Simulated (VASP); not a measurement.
KI:

```xyz
2
Lattice="0.0000 3.5443 3.6864 3.5443 0.0000 3.6864 3.5443 3.5443 0.0000" Properties=species:S:1:pos:R:3 pbc="T T T"
K     0.0000    0.0000    0.0000
I     3.5443    3.5443    3.6864
```

This cell differs from its parent crystal: uniaxial z strain +4.0%.

Base run:

| Quantity | Value |
| --- | --- |
| Program | VASP 6.6.1 |
| Functional | r2SCAN |
| Potentials or basis | VASP PAW PBE potentials, release 64 (K_sv, I) |
| Cutoff | 520 eV |
| k mesh | 6 × 6 × 6 |
| Occupations | gaussian, width 0.01 eV |
| Spin | no spin polarisation |

Its results: band gap on the k mesh 4.48 eV; pressure -0.4 GPa.

Q: The run is repeated on the same cell with these changes: functional from r2SCAN to PBE; occupations from gaussian, width 0.01 eV to fermi-dirac, width 0.02 eV. What comes out?

A: Band gap on the k mesh 3.85 eV; pressure 0.1 GPa.

Caveats: spin-orbit coupling is left out, which moves the levels of the heavy elements; the PAW data sets were made with another functional, which shifts forces and pressure a little (at least some runs).

